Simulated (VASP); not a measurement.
Here is a VASP 6.6.1 calculation.

The input POSCAR:

```
Li
1.0
   -1.7546500000      1.7546500000      1.7546500000
    1.7546500000     -1.7546500000      1.7546500000
    1.7546500000      1.7546500000     -1.7546500000
Li
1
Direct
    0.0000000000      0.0000000000      0.0000000000
```

File INCAR.step1:

```
  PREC = Accurate
  ENCUT = 520
  EDIFF = 1E-5
  ISMEAR = -1
  SIGMA = 0.05
  LREAL = False
  LASPH = True
  NELM = 80
  ALGO = Normal
  ISIF = 2
  LWAVE = True
  NBANDS = 8
  GGA = PE
```

INCAR.step2

```
  PREC = Accurate
  ENCUT = 520
  EDIFF = 1E-6
  ISMEAR = -1
  SIGMA = 0.05
  LREAL = False
  LASPH = True
  NELM = 80
  ALGO = Normal
  ISIF = 2
  LWAVE = False
  LCHARG = True
  GGA = PE
  LHFCALC = True
  AEXX = 0.25
  HFSCREEN = 0.3
  PRECFOCK = Normal
  LELF = True
  LVHAR = True
  NBANDS = 8
  ISTART = 1
```

File KPOINTS:

```
Automatic mesh
0
Gamma
  6 6 6
```

Potentials or basis: VASP PAW PBE potentials, release 64 (Li_sv).

Launch:

```sh
$ cat potpaw_PBE.64/Li_sv/POTCAR > POTCAR
$ cp INCAR.step1 INCAR
$ mpirun -np 1 vasp_std > vasp.out
$ cp INCAR.step2 INCAR
$ mpirun -np 1 vasp_std > vasp.out
```

Task: What does it give for the band gap on the k mesh?

Result: Zero (an odd number of electrons rules out a gap without spin polarisation).
